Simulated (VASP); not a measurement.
GaN:

```xyz
4
Lattice="3.2184 0.0000 0.0000 -1.6092 2.7872 0.0000 0.0000 0.0000 5.2428" Properties=species:S:1:pos:R:3 pbc="T T T"
Ga    0.0000    1.8582   -0.0045
Ga    1.6092    0.9291    2.6169
N     0.0000    1.8582    1.9706
N     1.6092    0.9291    4.5920
```

* Program: VASP 6.6.1
* Task: relaxation of cell and atoms
* Functional: PBEsol
* Potentials or basis: VASP PAW PBE potentials, release 64 (Ga_d, N)
* Cutoff: 600 eV
* k mesh: 12 × 12 × 4
* Occupations: fermi-dirac, width 0.02 eV
* Spin: no spin polarisation

At the start: pressure -6.2 GPa; volume 11.76 Å³/atom.

Problem. Where does the relaxation end?

Solution. Over 6 steps the energy falls by 8.2 meV/atom and the volume is 11.35 Å³/atom (-3.5 %); space group P6_3mc (No. 186, to 0.1 Å) before and after.

The path:
```tsv
step	energy change (eV)	largest force (eV/Å)	pressure (GPa)	volume (Å³)
1	0.0000	0.0006	-6.22	47.03
2	-0.0059	0.0162	6.28	43.99
3	-0.0327	0.0074	-0.05	45.40
4	-0.0327	0.0076	0.10	45.37
5	-0.0327	0.0014	-0.28	45.41
6	-0.0327	0.0028	0.04	45.40
```

Final structure:
```cif
data_structure
_symmetry_space_group_name_H-M 'P 1'
_symmetry_Int_Tables_number 1
_cell_length_a 3.1806
_cell_length_b 3.1806
_cell_length_c 5.1817
_cell_angle_alpha 90.000
_cell_angle_beta 90.000
_cell_angle_gamma 120.000
_cell_volume 45.40
loop_
_atom_site_label
_atom_site_type_symbol
_atom_site_fract_x
_atom_site_fract_y
_atom_site_fract_z
_atom_site_occupancy
Ga1 Ga 0.33333 0.66667 0.99917 1
Ga2 Ga 0.66667 0.33333 0.49917 1
N1 N 0.33333 0.66667 0.37583 1
N2 N 0.66667 0.33333 0.87583 1
```

Caveat: the PAW data sets were made with another functional, which shifts forces and pressure a little.
